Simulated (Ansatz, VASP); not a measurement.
**Two plane-wave programs on CdF2**

```
Cd F
1.0
     0.00000    2.72945    2.72945
     2.72945    0.00000    2.72945
     2.72945    2.72945    0.00000
Cd F
1 2
Direct
  0.00000 0.00000 0.00000
  0.75000 0.75000 0.75000
  0.25000 0.25000 0.25000
```

Alike in both runs: task single point; functional LDA; k mesh 9 × 9 × 9; occupations fermi-dirac, width 0.05 eV; no spin polarisation.

|  | VASP | Ansatz |
| --- | --- | --- |
| version | VASP 6.6.1 | Ansatz 0.2.0 |
| potentials or method | VASP PAW LDA potentials, release 64 (Cd_sv_GW, F) | Ansatz PAW |
| plane-wave cutoff (eV) | 700 | 420 |
| valence electrons in the cell | 34 | 34 |

VASP gave:

- gap on the k mesh at the Fermi level (eV): 2.71
- least direct gap on the mesh (eV): 3.21
- pressure (GPa): -9.4

Problem. What did Ansatz give for the same quantities?

Solution. gap on the k mesh at the Fermi level (eV): 2.70; least direct gap on the mesh (eV): 3.20; pressure (GPa): -9.2.

LDA's correlation is that of Perdew and Zunger in VASP and of Perdew and Wang (1992) in Ansatz.

Noted on Ansatz's run: odd divisions of the mesh miss points on the zone boundary, where band edges often lie, so the gap on the mesh can be too wide.
